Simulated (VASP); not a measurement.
Input of a VASP 6.6.1 run:

Contents of INCAR:

```
  ALGO = Normal
  EDIFF = 1E-7
  EDIFFG = -0.01
  ENCUT = 600
  GGA = PE
  IBRION = 2
  ISIF = 4
  ISMEAR = 0
  LASPH = True
  LCHARG = False
  LREAL = False
  LWAVE = False
  NELM = 60
  NSW = 50
  PREC = Accurate
  SIGMA = 0.1
```

Contents of KPOINTS:

```
k-points
0
Gamma
  18 18 16
```

Contents of POSCAR:

```
WC
1.0
    2.8596037480      0.0000000000      0.0000000000
   -1.4298018740      2.4764894905      0.0000000000
    0.0000000000      0.0000000000      2.7939509688
W C
1 1
Direct
    0.0000000000      0.0000000000      0.0000000000
    0.3333333333      0.6666666667      0.5000000000
```

Potentials or basis: VASP PAW PBE potentials, release 64 (W_sv, C).

Run with:

```bash
$ cat potpaw_PBE.64/W_sv/POTCAR potpaw_PBE.64/C/POTCAR > POTCAR
$ mpirun -np 1 vasp_std > vasp.out
```

(1) Predict the band gap on the k mesh.

## Answers

(1) zero (band 9 reaches 12.45 eV, above the bottom of band 10 at 11.13 eV).

Caveat: spin-orbit coupling is left out, which moves the levels of the heavy elements.
